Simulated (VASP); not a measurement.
TaN: single point with PBE

TaN:

```
CELL_PARAMETERS angstrom
5.25323 0.00000 0.00000
-2.62662 4.54943 0.00000
0.00000 0.00000 2.94627
ATOMIC_POSITIONS crystal
Ta 0.00000 0.00000 0.00000
Ta 0.33333 0.66667 0.50000
Ta 0.66667 0.33333 0.50000
N 0.50000 0.00000 0.00000
N 0.50000 0.50000 0.00000
N 0.00000 0.50000 0.00000
```

```
Program             : VASP 6.6.1
Task                : single point
Functional          : PBE
Potentials or basis : VASP PAW PBE potentials, release 64 (Ta_pv, N)
Cutoff              : 520 eV
k mesh              : 5 × 5 × 8
Occupations         : fermi-dirac, width 0.03 eV
Spin                : no spin polarisation
```

```
Pressure               : -1.4 GPa
Band gap on the k mesh : zero (bands 24 and 25 overlap by 2.00 eV)
```

Stress tensor (GPa, compression positive):
```
-0.35  0.00  0.00
 0.00 -0.35  0.00
 0.00  0.00 -3.53
```

Levels at points of the mesh, in eV from the Fermi level:
```
           k point  band 20  band 21  band 22  band 23  band 24  band 25  band 26  band 27  band 28  band 29
(0.00, 0.00, 0.00)    -2.95    -2.95    -2.39    -1.99    -1.17    -1.17     0.78     0.78     1.14     2.01
(0.00, 0.00, 0.50)    -3.57    -3.01    -3.01    -1.85     0.83     0.83     1.37     1.64     2.39     2.39
```

Run time: 63 s on 1 thread of Intel(R) Xeon(R) Platinum 8488C (Sapphire Rapids), with other jobs on the host, peak memory 0.2 GiB.

Caveat: spin-orbit coupling is left out, which moves the levels of the heavy elements.
